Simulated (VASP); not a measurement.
Wanted: the native input for a VASP 6.6.1 run.

```
Task                   : single point
Functional             : PBE
Potentials or basis    : VASP PAW PBE potentials, release 64 (V_sv)
Cutoff                 : 520 eV
k mesh                 : 9 × 5 × 9
Occupations            : fermi-dirac, width 0.05 eV
Spin                   : collinear spin, antiferromagnetic start
Starting moments       : [2.0, -2.0] μB
Hubbard terms          : V d U = 6.0 eV
Dipole correction      : no
Further INCAR settings : ALGO = Normal; EDIFF = 1e-07; NBANDS = 24
```

The structure of V lies in POSCAR:

```
V
1.0
    0.0000000000      0.0000000000      3.0287000000
    3.0287000000     -3.0287000000      0.0000000000
    1.5143500000      1.5143500000     -1.5143500000
V
2
Direct
    0.0000000000      0.0000000000      0.0000000000
    0.5000000000      0.5000000000      0.0000000000
```

The input as run:

INCAR

```
PREC = Accurate ; ENCUT = 520
EDIFF = 1E-7 ; ISMEAR = -1
SIGMA = 0.05 ; LREAL = False
LASPH = True ; NELM = 150
ALGO = Normal ; ISIF = 2
LWAVE = False ; LCHARG = False
ISPIN = 2 ; MAGMOM = 2 -2
LORBIT = 11 ; LMAXMIX = 4
LDAU = True ; LDAUTYPE = 2
LDAUL = 2 ; LDAUU = 6
LDAUJ = 0 ; LDAUPRINT = 1
GGA = PE ; NBANDS = 24
```

KPOINTS

```
regular mesh
0
Gamma
  9 5 9
```

Potentials or basis: VASP PAW PBE potentials, release 64 (V_sv).

Command:

```sh
$ cat potpaw_PBE.64/V_sv/POTCAR > POTCAR
$ mpirun -np 1 vasp_std > vasp.out
```

Results of the run:

The pressure is 43.6 GPa and the band gap on the k mesh is zero (filled and empty bands overlap). The net moment is 0.00 μB per cell, the site moments are V +2.51, -2.51 μB and the valence electrons inside the program's atomic spheres are V 11.64.

Caveat: the cell stands under pressure; the antiferromagnetic order is the one typed at the start, and another may lie lower; the U is typed as a test and isn't derived for this compound.

Run time: 120 s on 1 thread of Intel(R) Xeon(R) Platinum 8259CL CPU @ 2.50GHz (Skylake/Cascade Lake), on a shared host, peak memory 0.2 GiB.
